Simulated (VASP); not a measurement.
Runs of VASP 6.6.1 on HfH3. The structure is that of space group Pm-3m (No. 221), or close to it. The cells are those of the table. 

| task | cell | cutoff (eV) | gap on the mesh (eV) | pressure (GPa) |
| --- | --- | --- | --- | --- |
| single point | a = 3.059 Å, 4 atoms | 520 | none | -0.8 |
| single point | a = 3.079 Å, 4 atoms | 520 | none | -3.5 |
| relaxation of cell and atoms | relaxed from a = 3.059 Å, 4 atoms | 600 | none | -0.1 |
| single point | a = 3.038 Å, 4 atoms | 520 | none | (a) |

Alike in all rows: level PBEsol; potentials or basis VASP PAW PBE potentials, release 64 (Hf_pv, H); no spin polarisation; k mesh 15 × 15 × 15; smearing fermi-dirac 0.1 eV.

**Question.** Fill in the values left out.

**Answer.** (a) 2.3.

Caveats: the PAW data sets were made with another functional, which shifts forces and pressure a little; spin-orbit coupling is left out, which moves the levels of the heavy elements; the cell stands under tension (at least some runs).

A k mesh can miss the band edges, and the runs leave out spin-orbit coupling on Hf.

A gap of «none» marks levels without a gap at the run's occupations.
